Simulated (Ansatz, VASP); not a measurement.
## One calculation of AgI, two programs

The input INCAR:

```
PREC = Accurate
ENCUT = 400
EDIFF = 1E-8
ISMEAR = -1
SIGMA = 0.01
LREAL = False
LASPH = True
NELM = 120
ALGO = Normal
ISIF = 2
LWAVE = False
LCHARG = False
GGA = PE
LEFG = True
NBANDS = 26
GGA_COMPAT = False
```

File KPOINTS:

```
Automatic mesh
0
Gamma
  8 8 4
```

Contents of POSCAR:

```
AgI
1.0
    4.5800015808      0.0000000000      0.0000000000
   -2.2900007904      3.9663977183      0.0000000000
    0.0000000000      0.0000000000      7.4349000000
Ag I
2 2
Direct
    0.3333333333      0.6666666667      0.0000000000
    0.6666666667      0.3333333333      0.5000000000
    0.3333333333      0.6666666667      0.3750000000
    0.6666666667      0.3333333333      0.8750000000
```

Input for Ansatz:

```yaml
crystal:
  lattice:
    - [4.5800015808, 0.0, 0.0]
    - [-2.2900007904, 3.9663977183, 0.0]
    - [0.0, 0.0, 7.4349]
  atoms:
    - { symbol: Ag, position: [0.3333333333, 0.6666666667, 0.0] }
    - { symbol: Ag, position: [0.6666666667, 0.3333333333, 0.5] }
    - { symbol: I, position: [0.3333333333, 0.6666666667, 0.375] }
    - { symbol: I, position: [0.6666666667, 0.3333333333, 0.875] }
kpoints:
  mp_grid: { grid: [8, 8, 4] }
scf:
  occupations: { method: fermi_dirac, width: 0.01 }
hamiltonian:
  xc: pbe
  pseudopotentials: { kind: paw }
output:
  forces: true
  stress: true
  eigenvalues: true
  efg: { contact_densities: true }
  write_density: true
  write_potential: true
  elf: true
  volumetric_format: npy
```

Change from the starting cell: zz strain of -1 %, PAW files.

Alike in both runs: task electric field gradients; functional PBE; k mesh 8 × 8 × 4; occupations fermi-dirac, width 0.01 eV; no spin polarisation.

|  | VASP | Ansatz |
| --- | --- | --- |
| version | VASP 6.6.1 | Ansatz 0.2.0 |
| potentials or method | VASP PAW PBE potentials, release 64 (Ag, I) | PAW with Ansatz's default frozen-core files, scalar-relativistic |
| plane-wave cutoff (eV) | 400 | 420 |
| valence electrons in the cell | 36 | 72 |

```csv
,VASP,Ansatz,Ansatz less VASP
gap on the k mesh at the Fermi level (eV),1.38,1.38,-0.003
pressure (GPa),2.2,2.4,+0.18
"traceless stress, the component that is largest in VASP (GPa)",0.30,0.30,0.000
rms of the force components (eV/Å),0.021,0.021,+0.0002
size of Vzz on the site where it differs most (V/Å²),3.0,2.5,-0.49
```

Atom by atom the forces differ by 0.000 eV/Å (rms over components). VASP's potentials hold 36 valence electrons a cell and Ansatz's 72, so a difference there can come from the potentials and not from the codes.

Spin-orbit coupling is off throughout.
